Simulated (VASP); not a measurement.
# Sr2Ca (P6/mmm) in VASP: further runs

The runs below take Sr2Ca through single point, relaxation of cell and atoms, with PBE.

Everything below comes from runs of VASP 6.6.1. Logs are shortened: lines on timing, memory, paths and dates and some standing lists are left out, and cuts for length are marked.

### 1 The cell of the first run

The structure is hexagonal, space group P6/mmm (No. 191). The conventional cell has a = 5.556 Å, b = 5.556 Å, c = 3.532 Å, α = 90.00°, β = 90.00°, γ = 120.00°. Within 4.2 Å of Sr (site symmetry -6m2) lie 5 Sr at 3.21 to 3.53 Å and 6 Ca at 3.66 Å. Ca (site symmetry 6/mmm) has 2 Ca at 3.53 Å and 12 Sr at 3.66 Å within 4.6 Å.

### 2 Single point, PBE

The input, INCAR:

```
ALGO = Normal
EDIFF = 1E-7
ENCUT = 520
GGA = PE
ISIF = 2
ISMEAR = 0
LASPH = T
LCHARG = F
LREAL = F
LWAVE = F
NBANDS = 22
NELM = 60
PREC = Accurate
SIGMA = 0.1
```

The input, KPOINTS:

```
k-points
0
Gamma
  6 6 6
```

The input, POSCAR:

```
Sr2Ca
1.0
    5.5561086320      0.0000000000      0.0000000000
   -2.7780543160      4.8117312216      0.0000000000
    0.0000000000      0.0000000000      3.5319657547
Sr Ca
2 1
Direct
    0.3333333333      0.6666666667      0.5000000000
    0.6666666667      0.3333333333      0.5000000000
    0.0000000000      0.0000000000      0.0000000000
```

Potentials or basis: VASP PAW PBE potentials, release 64 (Sr_sv, Ca_sv).

Launch:

```sh
cat potpaw_PBE.64/Sr_sv/POTCAR potpaw_PBE.64/Ca_sv/POTCAR > POTCAR
mpirun -np 1 vasp_std > vasp.out
```

OUTCAR:

```text
EDIFF = 1E-7
   ENCUT = 520
   GGA = PE
   ISIF = 2
   ISMEAR = 0
   LASPH = T
   LREAL = F
   NELM = 60
   PREC = Accurate

 ion  position               nearest neighbor table
   1  0.333  0.667  0.500-   2 3.21   2 3.21   2 3.21   3 3.66   3 3.66   3 3.66   3 3.66   3 3.66
                             3 3.66   2 4.77   2 4.77   2 4.77   2 4.77   2 4.77   2 4.77
   2  0.667  0.333  0.500-   1 3.21   1 3.21   1 3.21   3 3.66   3 3.66   3 3.66   3 3.66   3 3.66
                             3 3.66   1 4.77   1 4.77   1 4.77   1 4.77   1 4.77   1 4.77
   3  0.000  0.000  0.000-   1 3.66   2 3.66   1 3.66   2 3.66   2 3.66   2 3.66   1 3.66   1 3.66
                             2 3.66   2 3.66   1 3.66   1 3.66

  LATTYP: Found a hexagonal cell.
 ALAT       =     5.5561086320
 C/A-ratio  =     0.6356905505

  Lattice vectors:

 A1 = (   5.5561086320,   0.0000000000,   0.0000000000)
 A2 = (  -2.7780543160,   4.8117312216,   0.0000000000)
 A3 = (   0.0000000000,   0.0000000000,   3.5319657547)

Analysis of symmetry for initial positions (statically):
=====================================================================
 Subroutine PRICEL returns:
 Original cell was already a primitive cell.

 Routine SETGRP: Setting up the symmetry group for a
 hexagonal supercell.

 Subroutine GETGRP returns: Found 24 space group operations
 (whereof 24 operations were pure point group operations)
 out of a pool of 24 trial point group operations.

The static configuration has the point symmetry D_6h.

Analysis of symmetry for dynamics (positions and initial velocities):
=====================================================================
 Subroutine PRICEL returns:
 Original cell was already a primitive cell.

 Routine SETGRP: Setting up the symmetry group for a
 hexagonal supercell.

 Subroutine GETGRP returns: Found 24 space group operations
 (whereof 24 operations were pure point group operations)
 out of a pool of 24 trial point group operations.

The dynamic configuration has the point symmetry D_6h.

 Subroutine INISYM returns: Found 24 space group operations
 (whereof 24 operations are pure point group operations),
 and found     1 'primitive' translations

----------------------------------------------------------------------------------------

                                     Primitive cell

  volume of cell :      94.4253

  direct lattice vectors                    reciprocal lattice vectors
     5.556108632  0.000000000  0.000000000     0.179982082  0.103912704  0.000000000
    -2.778054316  4.811731222  0.000000000     0.000000000  0.207825407  0.000000000
     0.000000000  0.000000000  3.531965755     0.000000000  0.000000000  0.283128453

  length of vectors
     5.556108632  5.556108632  3.531965755     0.207825407  0.207825407  0.283128453

  position of ions in fractional coordinates (direct lattice)
     0.333333333  0.666666667  0.500000000
     0.666666667  0.333333333  0.500000000
     0.000000000  0.000000000  0.000000000

  ion indices of the primitive-cell ions
   primitive index   ion index
                 1           1
                 2           2
                 3           3

----------------------------------------------------------------------------------------

 KPOINTS: k-points

Automatic generation of k-mesh.
 Grid dimensions read from file:
 generate k-points for:    6    6    6

 Generating k-lattice:

  Cartesian coordinates                     Fractional coordinates (reciprocal lattice)
     0.029997014  0.017318784  0.000000000     0.166666667 -0.000000000  0.000000000
     0.000000000  0.034637568  0.000000000     0.000000000  0.166666667  0.000000000
     0.000000000  0.000000000  0.047188075     0.000000000  0.000000000  0.166666667

  Length of vectors
     0.034637568  0.034637568  0.047188075

  Shift w.r.t. Gamma in fractional coordinates (k-lattice)
     0.000000000  0.000000000  0.000000000

 Subroutine IBZKPT returns following result:
 ===========================================

 Found     28 irreducible k-points:

 Following reciprocal coordinates:
            Coordinates               Weight
  0.000000  0.000000  0.000000      1.000000
  0.166667  0.000000  0.000000      6.000000
  0.333333  0.000000  0.000000      6.000000
  0.500000 -0.000000  0.000000      3.000000
  0.166667  0.166667  0.000000      6.000000
  0.333333  0.166667  0.000000     12.000000
[... 16 lines left out ...]
  0.166667  0.000000  0.500000      6.000000
  0.333333  0.000000  0.500000      6.000000
 [... further k-points ...]
   k-points           NKPTS =     28   k-points in BZ     NKDIM =     28   number of bands    NBANDS=     22
   number of dos      NEDOS =    301   number of ions     NIONS =      3
   total plane-waves  NPLWV =  49392
   dimension x,y,z NGX =    42 NGY =   42 NGZ =   28
   dimension x,y,z NGXF=    84 NGYF=   84 NGZF=   56
   ions per type =               2   1
   NGX,Y,Z   is equivalent  to a cutoff of  12.57, 12.57, 13.18 a.u.
   NGXF,Y,Z  is equivalent  to a cutoff of  25.13, 25.13, 26.36 a.u.
 SYSTEM =  unknown system
   PREC   = accura    normal or accurate (medium, high low for compatibility)
   ISTART =      0    job   : 0-new  1-cont  2-samecut
   ICHARG =      2    charge: 1-file 2-atom 10-const
   ISPIN  =      1    spin polarized calculation?
   LNONCOLLINEAR =      F non collinear calculations
   LSORBIT =      F    spin-orbit coupling
   LASPH  =      T    aspherical Exc in radial PAW
   ENCUT  =  520.0 eV  38.22 Ry    6.18 a.u.  10.33 10.33  6.57*2*pi/ulx,y,z
   NELM   =     60;   NELMIN=  2; NELMDL= -5     # of ELM steps
   EDIFF  = 0.1E-06   stopping-criterion for ELM
   LREAL  =      F    real-space projection
   EDIFFG = 0.1E-05   stopping-criterion for IOM
   NSW    =      0    number of steps for IOM
   IBRION =     -1    ionic relax: 0-MD 1-quasi-New 2-CG
   NFREE  =      0    steps in history (QN), initial steepest desc. (CG)
   ISIF   =      2    stress and relaxation
   ISYM   =      2    0-nonsym 1-usesym 2-fastsym
   POTIM  = 0.5000    time-step for ionic-motion
   TEBEG  =    0.0;   TEEND  =   0.0 temperature during run
   PSTRESS=    0.0 pullay stress
   NELECT =      30.0000    total number of electrons
   NUPDOWN=      -1.0000    fix difference up-down
   EMIN   =  10.00;   EMAX   =-10.00  energy-range for DOS
   EFERMI =   0.00;   METHOD = LEGACY
   ISMEAR =     0;   SIGMA  =   0.10  broadening in eV -4-tet -1-fermi 0-gaus
   EFERMI_NEDOS =   21; number of points for ismear=-14 and -15
   IALGO  =     38    algorithm
   IMIX   =      4    mixing-type and parameters
     AMIX     =   0.40;   BMIX     =  1.00
     AMIX_MAG =   1.60;   BMIX_MAG =  1.00
  volume/ion in A,a.u.               =      31.48       212.40
  Fermi-wavevector in a.u.,A,eV,Ry     =   1.117084  2.110982 16.978384  1.247876
  Thomas-Fermi vector in A             =   2.253703
   LORBIT       =      0    0 simple, 1 ext, 2 COOP (PROOUT), +10 PAW based schemes
   GGA     = PE    functional components
   LHFCALC =     F    Hartree Fock is set to
   AEXX    =    0.0000 exact exchange contribution
   IVDW    =     0    specifies the selected vdW correction
   LEPSILON=     F    determine dielectric tensor
   LRPA    =     F    only Hartree local field effects (RPA)
 non-spin polarized calculation
 Gauss-broadening in eV      SIGMA  =   0.10
  energy-cutoff  :      520.00
  volume of cell :       94.43
 maximum number of plane-waves:      2564
 NGX is ok and might be reduce to    42
   NGX = 21   NGY = 21   NGZ = 13

 number of electron      30.0000000 magnetization

 Free energy of the ion-electron system (eV)
  ---------------------------------------------------
  ext. energy  EPLUGINS =         0.00000000
  ---------------------------------------------------
  free energy    TOTEN  =        -3.26440452 eV

  energy without entropy =       -3.23238167  energy(sigma->0) =       -3.24839309

 E-fermi :   3.5425     XC(G=0):  -9.0848

 val. band max:        3.5345855350   @ k =   0.5000  -0.0000   0.3333
 cond. band min:       3.5537002601   @ k =   0.3333   0.1667   0.3333
 fundamental gap:      0.0191147251
 Fermi energy:         3.5425432952

 k-point     1 :       0.0000    0.0000    0.0000
  band No.  band energies     occupation
      1     -37.5488      2.00000
      2     -32.1528      2.00000
      3     -31.9258      2.00000
      4     -18.6002      2.00000
      5     -18.6002      2.00000
      6     -18.5276      2.00000
[... 14 lines left out ...]
     21       7.1735      0.00000
     22       7.1735      0.00000

 k-point     2 :       0.1667    0.0000    0.0000
  band No.  band energies     occupation
      1     -37.5488      2.00000
      2     -32.1399      2.00000
      3     -31.9396      2.00000
      4     -18.6012      2.00000
      5     -18.5998      2.00000
      6     -18.5274      2.00000
[... 14 lines left out ...]
     21       6.8510      0.00000
     22       6.8571      0.00000

 k-point     3 :       0.3333    0.0000    0.0000
  band No.  band energies     occupation
      1     -37.5487      2.00000
      2     -32.1062      2.00000
      3     -31.9749      2.00000
      4     -18.6032      2.00000
      5     -18.5984      2.00000
      6     -18.5270      2.00000
[... 14 lines left out ...]
     21       6.2917      0.00000
     22       6.5249      0.00000
[... 476 lines left out ...]
 k-point    23 :       0.1667    0.0000    0.5000
  band No.  band energies     occupation
      1     -37.5302      2.00000
      2     -32.0858      2.00000
      3     -31.8898      2.00000
      4     -18.7466      2.00000
      5     -18.5711      2.00000
      6     -18.5696      2.00000
[... 14 lines left out ...]
     21       7.0198      0.00000
     22       7.1495      0.00000

 k-point    24 :       0.3333    0.0000    0.5000
  band No.  band energies     occupation
      1     -37.5302      2.00000
      2     -32.0526      2.00000
      3     -31.9243      2.00000
      4     -18.7494      2.00000
      5     -18.5745      2.00000
      6     -18.5700      2.00000
[... 14 lines left out ...]
     21       6.1499      0.00000
     22       6.9211      0.00000

 [... further k-points ...]

------------------------ aborting loop because EDIFF is reached ----------------------------------------

  FORCE on cell =-STRESS in cart. coord.  units (eV):
  Direction    XX          YY          ZZ          XY          YZ          ZX
  --------------------------------------------------------------------------------------
  -------------------------------------------------------------------------------------
  Total        8.6002078      8.6002078      5.4570304      0.0000000      0.0000000      0.0000000
  in kB      145.9254216    145.9254216     92.5930491      0.0000000      0.0000000      0.0000000
  external PRESSURE =     128.1479641 kB  Pullay stress =       0.0000000 kB

 VOLUME and BASIS-vectors are now :
 -----------------------------------------------------------------------------
  energy-cutoff  :      520.00
  volume of cell :       94.43
      direct lattice vectors                 reciprocal lattice vectors
     5.556108632  0.000000000  0.000000000     0.179982082  0.103912704  0.000000000
    -2.778054316  4.811731222  0.000000000     0.000000000  0.207825407  0.000000000
     0.000000000  0.000000000  3.531965755     0.000000000  0.000000000  0.283128453

 POSITION                                       TOTAL-FORCE (eV/Angst)
 -----------------------------------------------------------------------------------
     -0.00000      3.20782      1.76598         0.000000     -0.000000     -0.000000
      2.77805      1.60391      1.76598        -0.000000      0.000000      0.000000
      0.00000      0.00000      0.00000         0.000000      0.000000      0.000000
 -----------------------------------------------------------------------------------
    total drift:                               -0.000000      0.000000     -0.000000

  FREE ENERGIE OF THE ION-ELECTRON SYSTEM (eV)
  ---------------------------------------------------
  free  energy   TOTEN  =        -3.2644045157 eV

  energy  without entropy=       -3.2323816693  energy(sigma->0) =       -3.24839309
```

It took 38 s on 1 thread of AMD EPYC 9R45 (Zen 5), shared host; peak memory 0.21 GiB.

What came out:

| Quantity | Value |
| --- | --- |
| Free energy | -3.2644 eV |
| Pressure | 12.8 GPa |
| Band gap on the k mesh | zero (bands 15 and 16 overlap by 0.90 eV) |

Stress tensor (GPa, compression positive):
```
14.59  0.00  0.00
 0.00 14.59  0.00
 0.00  0.00  9.26
```

Caveat: the cell stands under pressure.

### 3 Single point, PBE

This run uses another cell than the first one, of 50.05 Å³/atom.

The input, INCAR:

```
PREC = Accurate
ENCUT = 520
EDIFF = 1E-6
ISMEAR = 0
SIGMA = 0.1
LREAL = F
LASPH = T
NELM = 60
ALGO = Fast
ISIF = 2
LWAVE = F
LCHARG = F
GGA = PE
NBANDS = 22
```

The input, KPOINTS:

```
Automatic mesh
0
Gamma
  6 6 6
```

The input, POSCAR:

```
Sr2Ca
1.0
    6.6411689701      0.0000000000      0.0000000000
   -3.3205844850      5.7514210389      0.0000000000
    0.0000000000      0.0000000000      3.9309686616
Sr Ca
2 1
Direct
    0.3333333333      0.6666666667      0.5000000000
    0.6666666667      0.3333333333      0.5000000000
    0.0000000000      0.0000000000      0.0000000000
```

Potentials or basis: VASP PAW PBE potentials, release 64 (Sr_sv, Ca_sv).

Launch:

```sh
cat potpaw_PBE.64/Sr_sv/POTCAR potpaw_PBE.64/Ca_sv/POTCAR > POTCAR
mpirun -np 1 vasp_std > vasp.out
```

Run time: 2.9 min. Hardware: 1 thread of AMD EPYC 9R45 (Zen 5), shared host; peak memory 0.28 GiB.

Results (log left out):

| Property | Result |
| --- | --- |
| Free energy | -4.9648 eV |
| Pressure | 0.1 GPa |
| Band gap on the k mesh | zero (bands 15 and 16 overlap by 0.23 eV) |

Stress tensor (GPa, compression positive):
```
0.12 0.00 0.00
0.00 0.12 0.00
0.00 0.00 0.04
```

Levels at points of the mesh, in eV from the Fermi level:
```tsv
k point	band 11	band 12	band 13	band 14	band 15	band 16	band 17	band 18	band 19	band 20
(0.00, 0.00, 0.00)	-18.40	-18.36	-3.75	-0.03	0.01	0.01	0.39	0.39	0.66	1.94
(0.50, 0.00, 0.00)	-18.38	-18.37	-2.46	-2.40	-0.97	0.11	1.10	1.30	1.31	1.39
(0.00, 0.00, 0.50)	-18.41	-18.41	-1.43	-0.90	0.06	0.06	0.39	0.39	1.62	1.62
(0.50, 0.00, 0.50)	-18.45	-18.39	-0.84	-0.56	-0.11	-0.06	0.00	0.67	1.12	1.71
```

### 4 Relaxation of cell and atoms, PBE

The input, INCAR:

```
SYSTEM = Sr2Ca
  ALGO = Fast
  EDIFF = 1E-7
  EDIFFG = -0.04
  ENCUT = 600
  GGA = PE
  IBRION = 2
  ISIF = 3
  ISMEAR = 0
  LASPH = .True.
  LCHARG = .False.
  LREAL = .False.
  LWAVE = .False.
  NELM = 80
  NSW = 90
  PREC = Accurate
  SIGMA = 0.1
```

The input, KPOINTS:

```
k-points
0
Gamma
  6 6 6
  0 0 0
```

The input, POSCAR:

```
Sr2Ca
1.0
    5.5561086320      0.0000000000      0.0000000000
   -2.7780543160      4.8117312216      0.0000000000
    0.0000000000      0.0000000000      3.5319657547
Sr Ca
2 1
Direct
    0.3333333333      0.6666666667      0.5000000000
    0.6666666667      0.3333333333      0.5000000000
    0.0000000000      0.0000000000      0.0000000000
```

Launch:

```sh
cat potpaw_PBE.64/Sr_sv/POTCAR potpaw_PBE.64/Ca_sv/POTCAR > POTCAR
mpirun -np 1 vasp_std > vasp.out
```

Wall time 15 min (1 thread of AMD EPYC 9R45 (Zen 5), shared host); peak memory 0.26 GiB.

The run converged. Its results:

```yaml
Free_energy: -4.9581 eV
Relaxed_volume: 50.52 Å³/atom
Relaxed_cell: a = 6.665 Å, b = 6.665 Å, c = 3.939 Å, α = 90.00°, β = 90.00°, γ = 120.00°
Space_group_after_relaxing_to_0.1_Å: P6/mmm (No. 191)
Energy_gained_by_relaxing: 564.6 meV/atom
Ionic_steps: 7
Pressure_after_relaxing: 0.0 GPa
Band_gap_on_the_k_mesh: zero (bands 15 and 16 overlap by 0.23 eV)
```

The path:
| step | energy change (eV) | largest force (eV/Å) | pressure (GPa) | volume (Å³) |
| --- | --- | --- | --- | --- |
| 1 | 0.0000 | 0.0000 | 12.83 | 94.43 |
| 2 | -1.5859 | 0.0000 | 1.94 | 133.13 |
| 3 | -1.6828 | 0.0000 | 0.49 | 145.51 |
| 4 | -1.6924 | 0.0000 | 0.04 | 150.68 |
| 5 | -1.6925 | 0.0000 | -0.07 | 151.98 |
| 6 | -1.6935 | 0.0000 | -0.05 | 151.77 |
| 7 | -1.6939 | 0.0000 | -0.03 | 151.56 |

Final structure:
```
Sr Ca
1.0
     6.66546    0.00000    0.00000
    -3.33273    5.77246    0.00000
     0.00000    0.00000    3.93898
Sr Ca
2 1
Direct
  0.33333 0.66667 0.50000
  0.66667 0.33333 0.50000
  0.00000 0.00000 0.00000
```

Levels at points of the mesh, in eV from the Fermi level:
```tsv
k point	band 12	band 13	band 14	band 15	band 16	band 17	band 18	band 19
(0.00, 0.00, 0.00)	-18.38	-3.74	-0.03	0.01	0.01	0.38	0.38	0.64
(0.50, 0.00, 0.00)	-18.39	-2.46	-2.40	-0.97	0.10	1.10	1.30	1.30
(0.00, 0.00, 0.50)	-18.42	-1.43	-0.90	0.07	0.07	0.39	0.39	1.61
(0.50, 0.00, 0.50)	-18.41	-0.83	-0.56	-0.11	-0.06	-0.01	0.67	1.11
```

Caveat: the volume moved by over 15 % at a fixed basis, so the end points are rough.

(Continued in part 2 of 2.)
